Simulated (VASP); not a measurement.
# KBr (R-3m) in VASP: notebook

The runs below take KBr through single point, with PBE, r2SCAN.

All numbers are computed with VASP 6.6.1; they aren't measurements. Logs are shortened: lines on timing, memory, paths and dates and some standing lists are left out, and cuts for length are marked.

## (1) The cell of the first run

The structure is trigonal, space group R-3m (No. 166). Conventional cell: a = 5.784 Å, b = 5.784 Å, c = 6.712 Å, α = 90.00°, β = 90.00°, γ = 120.00°. K (site symmetry -3m) has 8 Br at 3.36 to 3.52 Å and 6 K at 4.02 Å within 4.4 Å. Br (site symmetry -3m) has 8 K at 3.36 to 3.52 Å and 6 Br at 4.02 Å within 4.4 Å.

## (2) Single point, PBE (epitaxial 111 strain +2.9%)

INCAR reads:

```
  PREC = Accurate
  ENCUT = 520
  EDIFF = 1E-6
  ISMEAR = -1
  SIGMA = 0.02
  LREAL = F
  LASPH = T
  NELM = 100
  ALGO = Normal
  ISIF = 2
  LWAVE = F
  LCHARG = F
  GGA = PE
  NBANDS = 15
```

KPOINTS reads:

```
Automatic mesh
0
Gamma
  6 6 6
```

POSCAR reads:

```
KBr
1.0
    4.0181233363     -0.0714552532     -0.0714552532
   -0.0714552532      4.0181233363     -0.0714552532
   -0.0714552532     -0.0714552532      4.0181233363
K Br
1 1
Direct
    0.0000000000      0.0000000000      0.0000000000
    0.5000000000      0.5000000000      0.5000000000
```

Potentials or basis: VASP PAW PBE potentials, release 64 (K_sv, Br).

On the command line:

```sh
cat potpaw_PBE.64/K_sv/POTCAR potpaw_PBE.64/Br/POTCAR > POTCAR
mpirun -np 1 vasp_std > vasp.out
```

OUTCAR:

```text
PREC = Accurate
   ENCUT = 520
   EDIFF = 1E-6
   ISMEAR = -1
   LREAL = F
   LASPH = T
   NELM = 100
   ISIF = 2
   GGA = PE

 ion  position               nearest neighbor table
   1  0.000  0.000  0.000-
   2  0.500  0.500  0.500-

  LATTYP: Found a trigonal (rhomboedric) cell.
 ALAT       =     4.0193938414
 COS(alpha) =    -0.0352279559

  Lattice vectors:

 A1 = (   4.0181233363,  -0.0714552532,  -0.0714552532)
 A2 = (  -0.0714552532,   4.0181233363,  -0.0714552532)
 A3 = (  -0.0714552532,  -0.0714552532,   4.0181233363)

Analysis of symmetry for initial positions (statically):
=====================================================================
 Subroutine PRICEL returns:
 Original cell was already a primitive cell.

 Routine SETGRP: Setting up the symmetry group for a
 trigonal (rhombohedral) supercell.

 Subroutine GETGRP returns: Found 12 space group operations
 (whereof 12 operations were pure point group operations)
 out of a pool of 12 trial point group operations.

The static configuration has the point symmetry D_3d.

Analysis of symmetry for dynamics (positions and initial velocities):
=====================================================================
 Subroutine PRICEL returns:
 Original cell was already a primitive cell.

 Routine SETGRP: Setting up the symmetry group for a
 trigonal (rhombohedral) supercell.

 Subroutine GETGRP returns: Found 12 space group operations
 (whereof 12 operations were pure point group operations)
 out of a pool of 12 trial point group operations.

The dynamic configuration has the point symmetry D_3d.

 Subroutine INISYM returns: Found 12 space group operations
 (whereof 12 operations are pure point group operations),
 and found     1 'primitive' translations

----------------------------------------------------------------------------------------

                                     Primitive cell

  volume of cell :      64.8116

  direct lattice vectors                    reciprocal lattice vectors
     4.018123336 -0.071455253 -0.071455253     0.249032762  0.004508790  0.004508790
    -0.071455253  4.018123336 -0.071455253     0.004508790  0.249032762  0.004508790
    -0.071455253 -0.071455253  4.018123336     0.004508790  0.004508790  0.249032762

  length of vectors
     4.019393841  4.019393841  4.019393841     0.249114381  0.249114381  0.249114381

  position of ions in fractional coordinates (direct lattice)
     0.000000000  0.000000000  0.000000000
     0.500000000  0.500000000  0.500000000

  ion indices of the primitive-cell ions
   primitive index   ion index
                 1           1
                 2           2

----------------------------------------------------------------------------------------

 KPOINTS: Automatic mesh

Automatic generation of k-mesh.
 Grid dimensions read from file:
 generate k-points for:    6    6    6

 Generating k-lattice:

  Cartesian coordinates                     Fractional coordinates (reciprocal lattice)
     0.041505460  0.000751465  0.000751465     0.166666667 -0.000000000  0.000000000
     0.000751465  0.041505460  0.000751465    -0.000000000  0.166666667  0.000000000
     0.000751465  0.000751465  0.041505460     0.000000000  0.000000000  0.166666667

  Length of vectors
     0.041519064  0.041519064  0.041519064

  Shift w.r.t. Gamma in fractional coordinates (k-lattice)
     0.000000000  0.000000000  0.000000000

 Subroutine IBZKPT returns following result:
 ===========================================

 Found     32 irreducible k-points:

 Following reciprocal coordinates:
            Coordinates               Weight
  0.000000  0.000000  0.000000      1.000000
  0.166667 -0.000000  0.000000      6.000000
  0.333333 -0.000000 -0.000000      6.000000
  0.500000 -0.000000 -0.000000      3.000000
  0.166667  0.166667  0.000000      6.000000
  0.333333  0.166667 -0.000000     12.000000
[... 16 lines left out ...]
  0.500000  0.500000  0.166667      6.000000
 -0.333333  0.500000  0.166667     12.000000
 [... further k-points ...]
   k-points           NKPTS =     32   k-points in BZ     NKDIM =     32   number of bands    NBANDS=     15
   number of dos      NEDOS =    301   number of ions     NIONS =      2
   total plane-waves  NPLWV =  27000
   dimension x,y,z NGX =    30 NGY =   30 NGZ =   30
   dimension x,y,z NGXF=    60 NGYF=   60 NGZF=   60
   ions per type =               1   1
   NGX,Y,Z   is equivalent  to a cutoff of  12.41, 12.41, 12.41 a.u.
   NGXF,Y,Z  is equivalent  to a cutoff of  24.82, 24.82, 24.82 a.u.
 SYSTEM =  unknown system
   PREC   = accura    normal or accurate (medium, high low for compatibility)
   ISTART =      0    job   : 0-new  1-cont  2-samecut
   ICHARG =      2    charge: 1-file 2-atom 10-const
   ISPIN  =      1    spin polarized calculation?
   LNONCOLLINEAR =      F non collinear calculations
   LSORBIT =      F    spin-orbit coupling
   LASPH  =      T    aspherical Exc in radial PAW
   ENCUT  =  520.0 eV  38.22 Ry    6.18 a.u.   7.47  7.47  7.47*2*pi/ulx,y,z
   NELM   =    100;   NELMIN=  2; NELMDL= -5     # of ELM steps
   EDIFF  = 0.1E-05   stopping-criterion for ELM
   LREAL  =      F    real-space projection
   EDIFFG = 0.1E-04   stopping-criterion for IOM
   NSW    =      0    number of steps for IOM
   IBRION =     -1    ionic relax: 0-MD 1-quasi-New 2-CG
   NFREE  =      0    steps in history (QN), initial steepest desc. (CG)
   ISIF   =      2    stress and relaxation
   ISYM   =      2    0-nonsym 1-usesym 2-fastsym
   POTIM  = 0.5000    time-step for ionic-motion
   TEBEG  =    0.0;   TEEND  =   0.0 temperature during run
   PSTRESS=    0.0 pullay stress
   NELECT =      16.0000    total number of electrons
   NUPDOWN=      -1.0000    fix difference up-down
   EMIN   =  10.00;   EMAX   =-10.00  energy-range for DOS
   EFERMI =   0.00;   METHOD = LEGACY
   ISMEAR =    -1;   SIGMA  =   0.02  broadening in eV -4-tet -1-fermi 0-gaus
   EFERMI_NEDOS =   21; number of points for ismear=-14 and -15
   IALGO  =     38    algorithm
   IMIX   =      4    mixing-type and parameters
     AMIX     =   0.40;   BMIX     =  1.00
     AMIX_MAG =   1.60;   BMIX_MAG =  1.00
  volume/ion in A,a.u.               =      32.41       218.69
  Fermi-wavevector in a.u.,A,eV,Ry     =   1.026985  1.940719 14.350029  1.054697
  Thomas-Fermi vector in A             =   2.160906
   LORBIT       =      0    0 simple, 1 ext, 2 COOP (PROOUT), +10 PAW based schemes
   GGA     = PE    functional components
   LHFCALC =     F    Hartree Fock is set to
   AEXX    =    0.0000 exact exchange contribution
   IVDW    =     0    specifies the selected vdW correction
   LEPSILON=     F    determine dielectric tensor
   LRPA    =     F    only Hartree local field effects (RPA)
 non-spin polarized calculation
  energy-cutoff  :      520.00
  volume of cell :       64.81
 maximum number of plane-waves:      1767
 NGX is ok and might be reduce to    30
   NGX = 15   NGY = 15   NGZ = 15

 number of electron      15.9999995 magnetization

 Free energy of the ion-electron system (eV)
  ---------------------------------------------------
  ext. energy  EPLUGINS =         0.00000000
  ---------------------------------------------------
  free energy    TOTEN  =        -6.07282620 eV

  energy without entropy =       -6.07282620  energy(sigma->0) =       -6.07282620

 E-fermi :  -0.1763     XC(G=0):  -7.9053

 val. band max:       -0.6723378597   @ k =   0.5000   0.5000   0.0000
 cond. band min:       3.2595059887   @ k =   0.0000   0.0000   0.0000
 fundamental gap:      3.9318438484
 Fermi energy:        -0.1762833748

 k-point     1 :       0.0000    0.0000    0.0000
  band No.  band energies     occupation
      1     -29.2982      2.00000
      2     -13.4833      2.00000
      3     -12.7228      2.00000
      4     -12.7228      2.00000
      5     -12.7224      2.00000
      6      -0.9804      2.00000
      7      -0.9107      2.00000
      8      -0.9107      2.00000
      9       3.2595      0.00000
     10       5.1752      0.00000
     11       5.1752      0.00000
     12       8.8557      0.00000
     13       9.0900      0.00000
     14       9.0900      0.00000
     15      11.7698      0.00000

 k-point     2 :       0.1667   -0.0000    0.0000
  band No.  band energies     occupation
      1     -29.2954      2.00000
      2     -13.5327      2.00000
      3     -12.7190      2.00000
      4     -12.7181      2.00000
      5     -12.6655      2.00000
      6      -1.4923      2.00000
      7      -0.9589      2.00000
      8      -0.8978      2.00000
      9       3.8876      0.00000
     10       5.3911      0.00000
     11       5.7446      0.00000
     12       8.8915      0.00000
     13       8.9582      0.00000
     14       9.1576      0.00000
     15      10.7924      0.00000

 k-point     3 :       0.3333   -0.0000   -0.0000
  band No.  band energies     occupation
      1     -29.2899      2.00000
      2     -13.6230      2.00000
      3     -12.7114      2.00000
      4     -12.7086      2.00000
      5     -12.5565      2.00000
      6      -2.3234      2.00000
      7      -0.9684      2.00000
      8      -0.8723      2.00000
      9       5.0698      0.00000
     10       5.9917      0.00000
     11       6.8180      0.00000
     12       8.7986      0.00000
     13       9.0143      0.00000
     14       9.2322      0.00000
     15       9.4150      0.00000

 k-point     4 :       0.5000   -0.0000   -0.0000
  band No.  band energies     occupation
      1     -29.2872      2.00000
      2     -13.6652      2.00000
      3     -12.7073      2.00000
      4     -12.7038      2.00000
      5     -12.5033      2.00000
      6      -2.6652      2.00000
      7      -0.9730      2.00000
      8      -0.8597      2.00000
      9       5.8836      0.00000
     10       6.5344      0.00000
     11       7.0730      0.00000
     12       8.2448      0.00000
     13       8.9003      0.00000
     14       9.2134      0.00000
     15       9.6184      0.00000
[... 307 lines left out ...]
 k-point    22 :      -0.1667    0.3333    0.1667
  band No.  band energies     occupation
      1     -29.2848      2.00000
      2     -13.5215      2.00000
      3     -12.7688      2.00000
      4     -12.7409      2.00000
      5     -12.5848      2.00000
      6      -2.1392      2.00000
      7      -1.3070      2.00000
      8      -1.2317      2.00000
      9       5.7176      0.00000
     10       6.4125      0.00000
     11       6.8101      0.00000
     12       7.9502      0.00000
     13       8.2862      0.00000
     14       8.5683      0.00000
     15      10.6686      0.00000

 k-point    23 :       0.5000    0.5000    0.1667
  band No.  band energies     occupation
      1     -29.2746      2.00000
      2     -13.2038      2.00000
      3     -12.8706      2.00000
      4     -12.8525      2.00000
      5     -12.7227      2.00000
      6      -2.1249      2.00000
      7      -2.0657      2.00000
      8      -1.1146      2.00000
      9       4.9740      0.00000
     10       6.6305      0.00000
     11       7.1587      0.00000
     12       7.2974      0.00000
     13       9.3453      0.00000
     14       9.6589      0.00000
     15      10.4334      0.00000

 k-point    24 :      -0.3333    0.5000    0.1667
  band No.  band energies     occupation
      1     -29.2771      2.00000
      2     -13.3602      2.00000
      3     -12.8274      2.00000
      4     -12.7512      2.00000
      5     -12.6941      2.00000
      6      -2.2267      2.00000
      7      -1.8425      2.00000
      8      -1.1519      2.00000
      9       5.3689      0.00000
     10       6.6137      0.00000
     11       7.1063      0.00000
     12       7.6226      0.00000
     13       8.7354      0.00000
     14       9.1422      0.00000
     15      10.3853      0.00000

 [... further k-points ...]
[... 5 lines left out ...]
  --------------------------------------------------------------------------------------
  -------------------------------------------------------------------------------------
  Total        0.1600649      0.1600649      0.1600649      0.0887638      0.0887638      0.0887638
  in kB        3.9568895      3.9568895      3.9568895      2.1942880      2.1942880      2.1942880
  external PRESSURE =       3.9568895 kB  Pullay stress =       0.0000000 kB

 VOLUME and BASIS-vectors are now :
 -----------------------------------------------------------------------------
  energy-cutoff  :      520.00
  volume of cell :       64.81
      direct lattice vectors                 reciprocal lattice vectors
     4.018123336 -0.071455253 -0.071455253     0.249032762  0.004508790  0.004508790
    -0.071455253  4.018123336 -0.071455253     0.004508790  0.249032762  0.004508790
    -0.071455253 -0.071455253  4.018123336     0.004508790  0.004508790  0.249032762

 POSITION                                       TOTAL-FORCE (eV/Angst)
 -----------------------------------------------------------------------------------
      0.00000      0.00000      0.00000         0.000000     -0.000000      0.000000
      1.93761      1.93761      1.93761        -0.000000      0.000000     -0.000000
 -----------------------------------------------------------------------------------
    total drift:                                0.000000      0.000000     -0.000000

  FREE ENERGIE OF THE ION-ELECTRON SYSTEM (eV)
  ---------------------------------------------------
  free  energy   TOTEN  =        -6.0728261988 eV

  energy  without entropy=       -6.0728261988  energy(sigma->0) =       -6.07282620
```

Wall time 19 s (1 thread of Intel Xeon Platinum 8375C at 2.90GHz (Ice Lake), shared host); peak memory 0.18 GiB.

Results:

```
Free energy            : -6.0728 eV
Pressure               : 0.4 GPa
Band gap on the k mesh : 3.93 eV (least direct gap 4.17 eV)
```

Stress tensor (GPa, compression positive):
```
0.40 0.22 0.22
0.22 0.40 0.22
0.22 0.22 0.40
```

Levels at points of the mesh, in eV from the valence-band top:
```csv
k point,band 6,band 7,band 8,band 9,band 10,band 11
"(0.00, 0.00, 0.00)",-0.31,-0.24,-0.24,3.93,5.85,5.85
"(0.50, 0.00, 0.00)",-1.99,-0.30,-0.19,6.56,7.21,7.75
"(0.50, 0.50, 0.00)",-1.45,-1.37,0.00,5.24,6.52,8.06
"(0.50, 0.50, 0.50)",-1.47,-1.47,-1.44,7.30,7.30,7.80
```

Caveat: the cell differs from its parent crystal (epitaxial 111 strain +2.9%); the structure was generated, so it needn't be the stable form of KBr. A k mesh can miss the band edges.

[end of part 1 of 2]
